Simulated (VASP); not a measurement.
Runs of VASP 6.6.1 on B2W. The structure is that of space group P6/mmm (No. 191), or close to it. The cells are those of the table. 

| task | cell | k mesh | cutoff (eV) | smearing | gap on the mesh (eV) | pressure (GPa) | relaxed volume (Å³/atom) |
| --- | --- | --- | --- | --- | --- | --- | --- |
| relaxation of cell and atoms | relaxed from a = 3.020, b = 3.020, c = 3.050 Å, angles 90.0, 90.0, 120.0°, 3 atoms | 6 × 6 × 6 | 600 | gaussian 0.1 eV | none | 0.1 | 8.57 |
| single point | a = 2.984, b = 2.984, c = 3.318 Å, angles 90.0, 90.0, 120.0°, 3 atoms | 6 × 6 × 6 | 520 | gaussian 0.1 eV | none | 1.7 | - |
| single point | a = 2.987, b = 2.987, c = 3.310 Å, angles 90.0, 90.0, 120.0°, 3 atoms | 18 × 18 × 12 | 520 | fermi-dirac 0.15 eV | none | (a) | - |
| relaxation of cell and atoms | relaxed from a = 2.988, b = 2.988, c = 3.304 Å, angles 90.0, 90.0, 120.0°, 3 atoms | 18 × 18 × 12 | 600 | fermi-dirac 0.15 eV | none | 0.0 | 8.56 |
| single point | a = 3.020, b = 3.020, c = 3.050 Å, angles 90.0, 90.0, 120.0°, 3 atoms | 6 × 6 × 6 | 520 | gaussian 0.1 eV | none | (b) | - |
| relaxation of shape and atoms at fixed volume | relaxed from a = 2.967, b = 2.967, c = 3.288 Å, angles 90.0, 90.0, 120.0°, 3 atoms | 18 × 18 × 12 | 600 | fermi-dirac 0.15 eV | none | 9.1 | - |
| relaxation of cell and atoms | relaxed from a = 2.984, b = 2.984, c = 3.318 Å, angles 90.0, 90.0, 120.0°, 3 atoms | 18 × 18 × 12 | 600 | gaussian 0.1 eV | none | 0.0 | 8.56 |
| single point | a = 3.003, b = 3.003, c = 3.340 Å, angles 90.0, 90.0, 120.0°, 3 atoms | 18 × 18 × 12 | 520 | fermi-dirac 0.15 eV | none | -5.1 | - |

Alike in all rows: level LDA; potentials or basis VASP PAW LDA potentials, release 64 (B, W_sv); no spin polarisation.

Problem. Estimate the missing entries.

Solution. (a) 1.6; (b) 24.5.

Caveats: some runs use coarse meshes; spin-orbit coupling is left out, which moves the levels of the heavy elements; the cell stands under tension (at least some runs).

A k mesh can miss the band edges, and the runs leave out spin-orbit coupling on W.

A gap of «none» marks levels without a gap at the run's occupations.
